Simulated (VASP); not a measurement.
# Si (Fm-3m) in VASP: relaxation of cell and atoms with PBE

Aim: the relaxation of cell and atoms of Si with PBE.

Everything below comes from runs of VASP 6.6.1. Logs are shortened: lines on timing, memory, paths and dates and some standing lists are left out, and cuts for length are marked.

### 1 The cell of the first run

It takes space group Fm-3m (No. 225, cubic). The conventional cell has a = 3.950 Å, b = 3.950 Å, c = 3.950 Å, α = 90.00°, β = 90.00°, γ = 90.00°. Si (site symmetry m-3m) has 12 Si at 2.79 Å within 3.7 Å.

This isn't the form of Si at room conditions, which is diamond.

### 2 Relaxation of cell and atoms, PBE

INCAR

```
SYSTEM = Si
ALGO     = Normal         ! electronic algorithm
EDIFF    = 1E-7           ! SCF threshold, eV
EDIFFG   = -0.02          ! ionic threshold
ENCUT    = 500            ! plane-wave cutoff, eV
GGA      = PE             ! functional
GGA_COMPAT= .False.      
IBRION   = 2              ! ionic algorithm
ISIF     = 3              ! what is computed and relaxed
ISMEAR   = -1             ! smearing method
LASPH    = .True.         ! aspherical terms in the spheres
LCHARG   = .False.        ! write CHGCAR
LREAL    = .False.        ! projectors in reciprocal space
LWAVE    = .False.        ! write WAVECAR
NELM     = 120            ! most SCF steps
NELMIN   = 4            
NSW      = 80             ! ionic steps
PREC     = Accurate       ! precision mode
SIGMA    = 0.05           ! smearing width, eV
```

KPOINTS

```
k-points
0
Gamma
  10 10 10
  0 0 0
```

POSCAR

```
Si
1.0
    0.0000000000      1.9750000000      1.9750000000
    1.9750000000      0.0000000000      1.9750000000
    1.9750000000      1.9750000000      0.0000000000
Si
1
Direct
    0.0000000000      0.0000000000      0.0000000000
```

Potentials or basis: VASP PAW PBE potentials, release 64 (Si).

On the command line:

```
$ cat potpaw_PBE.64/Si/POTCAR > POTCAR
$ mpirun -np 1 vasp_std > vasp.out
```

OUTCAR:

```text
SYSTEM = Si
   EDIFF = 1E-7
   EDIFFG = -0.02
   ENCUT = 500
   GGA = PE
   IBRION = 2
   ISIF = 3
   ISMEAR = -1
   LASPH = .True.
   LREAL = .False.
   NELM = 120
   NELMIN = 4
   NSW = 80
   PREC = Accurate

 ion  position               nearest neighbor table
   1  0.000  0.000  0.000-

  LATTYP: Found a face centered cubic cell.
 ALAT       =     3.9500000000

  Lattice vectors:

 A1 = (   0.0000000000,   1.9750000000,   1.9750000000)
 A2 = (   1.9750000000,   0.0000000000,   1.9750000000)
 A3 = (   1.9750000000,   1.9750000000,   0.0000000000)

Analysis of symmetry for initial positions (statically):
=====================================================================
 Subroutine PRICEL returns:
 Original cell was already a primitive cell.

 Routine SETGRP: Setting up the symmetry group for a
 face centered cubic supercell.

 Subroutine GETGRP returns: Found 48 space group operations
 (whereof 48 operations were pure point group operations)
 out of a pool of 48 trial point group operations.

The static configuration has the point symmetry O_h .

Analysis of symmetry for dynamics (positions and initial velocities):
=====================================================================
 Subroutine PRICEL returns:
 Original cell was already a primitive cell.

 Routine SETGRP: Setting up the symmetry group for a
 face centered cubic supercell.

 Subroutine GETGRP returns: Found 48 space group operations
 (whereof 48 operations were pure point group operations)
 out of a pool of 48 trial point group operations.

The dynamic configuration has the point symmetry O_h .

 Subroutine INISYM returns: Found 48 space group operations
 (whereof 48 operations are pure point group operations),
 and found     1 'primitive' translations

----------------------------------------------------------------------------------------

                                     Primitive cell

  volume of cell :      15.4075

  direct lattice vectors                    reciprocal lattice vectors
     0.000000000  1.975000000  1.975000000    -0.253164557  0.253164557  0.253164557
     1.975000000  0.000000000  1.975000000     0.253164557 -0.253164557  0.253164557
     1.975000000  1.975000000  0.000000000     0.253164557  0.253164557 -0.253164557

  length of vectors
     2.793071786  2.793071786  2.793071786     0.438493875  0.438493875  0.438493875

  position of ions in fractional coordinates (direct lattice)
     0.000000000  0.000000000  0.000000000

  ion indices of the primitive-cell ions
   primitive index   ion index
                 1           1

----------------------------------------------------------------------------------------

 KPOINTS: k-points

Automatic generation of k-mesh.
 Grid dimensions read from file:
 generate k-points for:   10   10   10

 Generating k-lattice:

  Cartesian coordinates                     Fractional coordinates (reciprocal lattice)
    -0.025316456  0.025316456  0.025316456     0.100000000  0.000000000  0.000000000
     0.025316456 -0.025316456  0.025316456     0.000000000  0.100000000  0.000000000
     0.025316456  0.025316456 -0.025316456     0.000000000  0.000000000  0.100000000

  Length of vectors
     0.043849388  0.043849388  0.043849388

  Shift w.r.t. Gamma in fractional coordinates (k-lattice)
     0.000000000  0.000000000  0.000000000

 Subroutine IBZKPT returns following result:
 ===========================================

 Found     47 irreducible k-points:

 Following reciprocal coordinates:
            Coordinates               Weight
[... 47 lines left out ...]
   IBRION =      2    ionic relax: 0-MD 1-quasi-New 2-CG
   NFREE  =      1    steps in history (QN), initial steepest desc. (CG)
   ISIF   =      3    stress and relaxation
   ISYM   =      2    0-nonsym 1-usesym 2-fastsym
   POTIM  = 0.5000    time-step for ionic-motion
   TEBEG  =    0.0;   TEEND  =   0.0 temperature during run
   PSTRESS=    0.0 pullay stress
   NELECT =       4.0000    total number of electrons
   NUPDOWN=      -1.0000    fix difference up-down
   EMIN   =  10.00;   EMAX   =-10.00  energy-range for DOS
   EFERMI =   0.00;   METHOD = LEGACY
   ISMEAR =    -1;   SIGMA  =   0.05  broadening in eV -4-tet -1-fermi 0-gaus
   EFERMI_NEDOS =   21; number of points for ismear=-14 and -15
   IALGO  =     38    algorithm
   IMIX   =      4    mixing-type and parameters
     AMIX     =   0.40;   BMIX     =  1.00
     AMIX_MAG =   1.60;   BMIX_MAG =  1.00
  volume/ion in A,a.u.               =      15.41       103.97
  Fermi-wavevector in a.u.,A,eV,Ry     =   1.044362  1.973558 14.839766  1.090692
  Thomas-Fermi vector in A             =   2.179111
   LORBIT       =      0    0 simple, 1 ext, 2 COOP (PROOUT), +10 PAW based schemes
   GGA     = PE    functional components
   LHFCALC =     F    Hartree Fock is set to
   AEXX    =    0.0000 exact exchange contribution
   IVDW    =     0    specifies the selected vdW correction
   LEPSILON=     F    determine dielectric tensor
   LRPA    =     F    only Hartree local field effects (RPA)
 conjugate gradient relaxation of ions
 non-spin polarized calculation
  energy-cutoff  :      500.00
  volume of cell :       15.41
 maximum number of plane-waves:       399
   NGX = 11   NGY = 11   NGZ = 11

--------------------------------------- Ionic step        1  -------------------------------------------

 number of electron       3.9999999 magnetization

 Free energy of the ion-electron system (eV)
  ---------------------------------------------------
  ext. energy  EPLUGINS =         0.00000000
  ---------------------------------------------------
  free energy    TOTEN  =        -4.87773094 eV

  energy without entropy =       -4.86869065  energy(sigma->0) =       -4.87321080

 E-fermi :   9.4122     XC(G=0): -10.9432

 val. band max:        9.4121039779   @ k =   0.4000   0.2000   0.1000
 cond. band min:       9.4546552213   @ k =  -0.3000   0.3000   0.1000
 fundamental gap:      0.0425512434
 Fermi energy:         9.4121571692

 k-point     1 :       0.0000    0.0000    0.0000
  band No.  band energies     occupation
      1      -4.5254      2.00000
      2      19.7551      0.00000
      3      19.7551      0.00000
      4      19.7551      0.00000
      5      21.0476      0.00000
      6      21.0476      0.00000
[... 199 lines left out ...]
 k-point    24 :       0.4000    0.3000    0.0000
  band No.  band energies     occupation
      1       0.1633      2.00000
      2      10.3992      0.00000
      3      11.1113      0.00000
      4      13.2646      0.00000
      5      15.7020      0.00000
      6      18.3786      0.00000

 [... further k-points ...]
[... 5 lines left out ...]
  --------------------------------------------------------------------------------------
  -------------------------------------------------------------------------------------
  Total       -0.4736644     -0.4736644     -0.4736644     -0.0000000      0.0000000     -0.0000000
  in kB      -49.2549663    -49.2549663    -49.2549663     -0.0000000      0.0000000     -0.0000000
  external PRESSURE =     -49.2549663 kB  Pullay stress =       0.0000000 kB

 VOLUME and BASIS-vectors are now :
 -----------------------------------------------------------------------------
  energy-cutoff  :      500.00
  volume of cell :       15.41
      direct lattice vectors                 reciprocal lattice vectors
     0.000000000  1.975000000  1.975000000    -0.253164557  0.253164557  0.253164557
     1.975000000  0.000000000  1.975000000     0.253164557 -0.253164557  0.253164557
     1.975000000  1.975000000  0.000000000     0.253164557  0.253164557 -0.253164557

 POSITION                                       TOTAL-FORCE (eV/Angst)
 -----------------------------------------------------------------------------------
      0.00000      0.00000      0.00000         0.000000      0.000000      0.000000
 -----------------------------------------------------------------------------------
    total drift:                                0.000000     -0.000000     -0.000000

  FREE ENERGIE OF THE ION-ELECTRON SYSTEM (eV)
  ---------------------------------------------------
  free  energy   TOTEN  =        -4.8777309433 eV

  energy  without entropy=       -4.8686906498  energy(sigma->0) =       -4.87321080

--------------------------------------- Ionic step        2  -------------------------------------------

 number of electron       4.0000000 magnetization

 Free energy of the ion-electron system (eV)
  ---------------------------------------------------
  ext. energy  EPLUGINS =         0.00000000
  ---------------------------------------------------
  free energy    TOTEN  =        -4.89459336 eV

  energy without entropy =       -4.88884264  energy(sigma->0) =       -4.89171800

 E-fermi :  10.3265     XC(G=0): -11.2225

 val. band max:       10.3027742809   @ k =   0.4000   0.2000   0.1000
 cond. band min:      10.4208107127   @ k =  -0.3000   0.3000   0.1000
 fundamental gap:      0.1180364318
 Fermi energy:        10.3264956927

 k-point     1 :       0.0000    0.0000    0.0000
  band No.  band energies     occupation
      1      -4.2588      2.00000
      2      21.4741      0.00000
      3      21.4741      0.00000
      4      21.4741      0.00000
      5      22.2098      0.00000
      6      22.2098      0.00000
[... 199 lines left out ...]
 k-point    24 :       0.4000    0.3000    0.0000
  band No.  band energies     occupation
      1       0.6567      2.00000
      2      11.5037      0.00000
      3      12.0060      0.00000
      4      14.4019      0.00000
      5      16.7020      0.00000
      6      19.7082      0.00000

 [... further k-points ...]
[... 5 lines left out ...]
  --------------------------------------------------------------------------------------
  -------------------------------------------------------------------------------------
  Total        0.0149086      0.0149086      0.0149086     -0.0000000     -0.0000000      0.0000000
  in kB        1.6616243      1.6616243      1.6616243     -0.0000000     -0.0000000      0.0000000
  external PRESSURE =       1.6616243 kB  Pullay stress =       0.0000000 kB

 VOLUME and BASIS-vectors are now :
 -----------------------------------------------------------------------------
  energy-cutoff  :      500.00
  volume of cell :       14.38
      direct lattice vectors                 reciprocal lattice vectors
    -0.000000000  1.929869616  1.929869616    -0.259084860  0.259084860  0.259084860
     1.929869616 -0.000000000  1.929869616     0.259084860 -0.259084860  0.259084860
     1.929869616  1.929869616 -0.000000000     0.259084860  0.259084860 -0.259084860

 POSITION                                       TOTAL-FORCE (eV/Angst)
 -----------------------------------------------------------------------------------
      0.00000      0.00000      0.00000        -0.000000     -0.000000     -0.000000
 -----------------------------------------------------------------------------------
    total drift:                               -0.000000     -0.000000     -0.000000

  FREE ENERGIE OF THE ION-ELECTRON SYSTEM (eV)
  ---------------------------------------------------
  free  energy   TOTEN  =        -4.8945933587 eV

  energy  without entropy=       -4.8888426388  energy(sigma->0) =       -4.89171800

 reached required accuracy - stopping structural energy minimisation
```

Wall time 4.3 s (1 thread of AMD EPYC 7R13 (Zen 3), shared host); peak memory 0.09 GiB.

What came out:

```
Free energy                           : -4.8946 eV
Relaxed volume                        : 14.38 Å³/atom
Relaxed cell                          : a = 2.729 Å, b = 2.729 Å, c = 2.729 Å, α = 60.00°, β = 60.00°, γ = 60.00°
Space group after relaxing (to 0.1 Å) : Fm-3m (No. 225)
Energy gained by relaxing             : 16.9 meV/atom
Ionic steps                           : 2
Pressure after relaxing               : 0.2 GPa
Band gap on the k mesh                : zero (bands 2 and 3 overlap by 13.78 eV)
```

Step by step:
```tsv
step	energy change (eV)	largest force (eV/Å)	pressure (GPa)	volume (Å³)
1	0.0000	0.0000	-4.93	15.41
2	-0.0169	0.0000	0.17	14.38
```

Final structure:
```cif
data_structure
_symmetry_space_group_name_H-M 'P 1'
_symmetry_Int_Tables_number 1
_cell_length_a 2.7292
_cell_length_b 2.7292
_cell_length_c 2.7292
_cell_angle_alpha 60.000
_cell_angle_beta 60.000
_cell_angle_gamma 60.000
_cell_volume 14.38
loop_
_atom_site_label
_atom_site_type_symbol
_atom_site_fract_x
_atom_site_fract_y
_atom_site_fract_z
_atom_site_occupancy
Si1 Si 0.00000 0.00000 0.00000 1
```
